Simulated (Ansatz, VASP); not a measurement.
One calculation of Ge, two programs

```
CELL_PARAMETERS angstrom
3.99695 0.00000 0.00000
-1.99847 3.46146 0.00000
0.00000 0.00000 6.59633
ATOMIC_POSITIONS crystal
Ge 0.66667 0.33333 0.06291
Ge 0.33333 0.66667 0.56291
Ge 0.66667 0.33333 0.43709
Ge 0.33333 0.66667 0.93709
```

Alike in both runs: functional PBEsol; k mesh 12 × 12 × 6; occupations gaussian, width 0.1 eV; no spin polarisation.

Ansatz relaxed the structure, and its values are those at the end. VASP's run is a single point on that final structure, the one shown.

```csv
,VASP,Ansatz
version,VASP 6.6.1,Ansatz 0.2.0
potentials or method,"VASP PAW PBE potentials, release 64 (Ge_d), cutoff 520 eV","scalar-relativistic, plane waves, PAW"
valence electrons in the cell,56,56
```

Ansatz gave:

| Quantity | Value |
| --- | --- |
| gap on the k mesh at the Fermi level (eV) | none |
| pressure (GPa) | 0.0 |

Problem. What did VASP give for the same quantities?

Solution. gap on the k mesh at the Fermi level (eV): none; pressure (GPa): -0.1.

VASP's potentials were made for PBE, not for PBEsol, and Ansatz warns of the same on its side. A gap of «none» marks a metal or a gap that the smearing closes.
